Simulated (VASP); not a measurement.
Here is a VASP 6.6.1 calculation.

INCAR

```
ALGO = Normal
EDIFF = 1E-6
EDIFFG = -0.01
ENCUT = 600
GGA = PE
IBRION = 2
ISIF = 3
ISMEAR = 0
LASPH = T
LCHARG = F
LREAL = F
LWAVE = F
NELM = 100
NSW = 100
PREC = Accurate
SIGMA = 0.1
```

Contents of KPOINTS:

```
k-points
0
Gamma
  18 18 18
```

POSCAR

```
Sb
1.0
    3.2874606856      0.0000000000      0.0000000000
   -1.6437303428      2.8470244676      0.0000000000
    0.0000000000      0.0000000000      3.0818028070
Sb
1
Direct
    0.0000000000      0.0000000000      0.5000000000
```

Potentials or basis: VASP PAW PBE potentials, release 64 (Sb).

Command:

```console
$ cat potpaw_PBE.64/Sb/POTCAR > POTCAR
$ mpirun -np 1 vasp_std > vasp.out
```

(1) Estimate the space group after relaxing (to 0.05 Å).

(2) Predict the relaxed volume.

(3) Estimate the relaxed cell.

Answers

(1) P6/mmm (No. 191).

(2) 29.10 Å³/atom.

(3) a = 3.279 Å, b = 3.279 Å, c = 3.125 Å, α = 90.00°, β = 90.00°, γ = 120.00°.
